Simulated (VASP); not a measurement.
Write the native input for VASP 6.6.1 that does the following.

```
Task                   : single point
Functional             : PBE
Potentials or basis    : VASP PAW PBE potentials, release 64 (Hf_pv, N)
Cutoff                 : 520 eV
k mesh                 : 12 × 12 × 12
Occupations            : gaussian, width 0.05 eV
Spin                   : non-collinear spin, zero start, spin-orbit coupling
Starting moments       : [[0.0, 0.0, 0.0], [0.0, 0.0, 0.0]] μB
Dipole correction      : no
Further INCAR settings : ALGO = Normal; EDIFF = 1e-07; NBANDS = 27
```

The structure of HfN lies in POSCAR:

```
HfN
1.0
    0.0000000000      2.2726372262      2.2726372262
    2.2726372262      0.0000000000      2.2726372262
    2.2726372262      2.2726372262      0.0000000000
Hf N
1 1
Direct
    0.5000000000      0.5000000000      0.5000000000
    0.0000000000      0.0000000000      0.0000000000
```

One way to write it, as run:

INCAR

```
ALGO = Normal
EDIFF = 1E-7
ENCUT = 520
GGA = PE
GGA_COMPAT = False
ISIF = 2
ISMEAR = 0
LASPH = True
LCHARG = True
LMAXMIX = 4
LNONCOLLINEAR = True
LORBIT = 11
LORBMOM = True
LREAL = False
LSORBIT = True
LVHAR = True
LWAVE = False
MAGMOM = 0 0 0 0 0 0
NBANDS = 27
NELM = 150
PREC = Accurate
SIGMA = 0.05
```

KPOINTS

```
k-points
0
Gamma
  12 12 12
```

Potentials or basis: VASP PAW PBE potentials, release 64 (Hf_pv, N).

The run is started by

```bash
$ cat potpaw_PBE.64/Hf_pv/POTCAR potpaw_PBE.64/N/POTCAR > POTCAR
$ mpirun -np 1 vasp_ncl > vasp.out
```

It gave:

```
Pressure                                              : -1.8 GPa
Net moment                                            : 0.00 μB per cell
Valence electrons inside the program's atomic spheres : Hf 8.62; N 3.73
```

Run time: 57 s on 1 thread of AMD EPYC 9R45 96-Core Processor (Zen 5), with other jobs on the host, peak memory 0.21 GiB.
